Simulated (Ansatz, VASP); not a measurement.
One calculation of CdI2, two programs

The input INCAR:

```
PREC = Accurate ; ENCUT = 500
EDIFF = 1E-6 ; ISMEAR = 0
SIGMA = 0.05 ; LREAL = False
LASPH = True ; NELM = 120
ALGO = Normal ; ISIF = 2
LWAVE = False ; LCHARG = False
GGA = PE ; IVDW = 12
NBANDS = 20 ; GGA_COMPAT = False
```

File KPOINTS:

```
regular mesh
0
Gamma
  9 9 4
```

POSCAR

```
CdI2
1.0
    4.0317992540      0.0000000000      0.0000000000
   -2.0158996270      3.4916405769      0.0000000000
    0.0000000000      0.0000000000      6.8590000000
Cd I
1 2
Direct
    0.0000000000      0.0000000000      0.0000000000
    0.3333333333      0.6666666667      0.2492000000
    0.6666666667      0.3333333333      0.7508000000
```

Input for Ansatz:

```yaml
crystal:
  lattice:
    - [4.031799254, 0.0, 0.0]
    - [-2.015899627, 3.4916405769, 0.0]
    - [0.0, 0.0, 6.859]
  atoms:
    - { symbol: Cd, position: [0.0, 0.0, 0.0] }
    - { symbol: I, position: [0.3333333333, 0.6666666667, 0.2492] }
    - { symbol: I, position: [0.6666666667, 0.3333333333, 0.7508] }
basis:
  ecutwfc: 420
kpoints:
  mp_grid: { grid: [9, 9, 4] }
hamiltonian:
  xc: pbe
  dispersion: d3bj
scf:
  occupations: { method: gaussian, width: 0.05 }
output:
  forces: true
  stress: true
  eigenvalues: true
```

Change from the starting cell: strain -0.050 along x and y, +0.000 along z, atoms carried along.

Alike in both runs: task single point; functional PBE; dispersion D3(BJ); k mesh 9 × 9 × 4; occupations gaussian, width 0.05 eV; no spin polarisation.

|  | VASP | Ansatz |
| --- | --- | --- |
| version | VASP 6.6.1 | Ansatz 0.2.0 |
| potentials or method | VASP PAW PBE potentials, release 64 (Cd, I), cutoff 500 eV | scalar-relativistic, plane waves, PAW |
| valence electrons in the cell | 26 | 54 |

Ansatz gave:

```
gap on the k mesh at the Fermi level (eV)                     : 2.31
least direct gap on the mesh (eV)                             : 2.74
pressure (GPa)                                                : 4.9
traceless stress, the component that is largest in VASP (GPa) : -0.99
rms of the force components (eV/Å)                            : 0.330
```

Which values does VASP return?

gap on the k mesh at the Fermi level (eV): 2.30; least direct gap on the mesh (eV): 2.73; pressure (GPa): 5.1; traceless stress, the component that is largest in VASP (GPa): -0.99; rms of the force components (eV/Å): 0.346.

Atom by atom the forces differ by 0.016 eV/Å (rms over components). VASP's potentials hold 26 valence electrons a cell and Ansatz's 54, so a difference there can come from the potentials and not from the codes.

Spin-orbit coupling is off throughout.
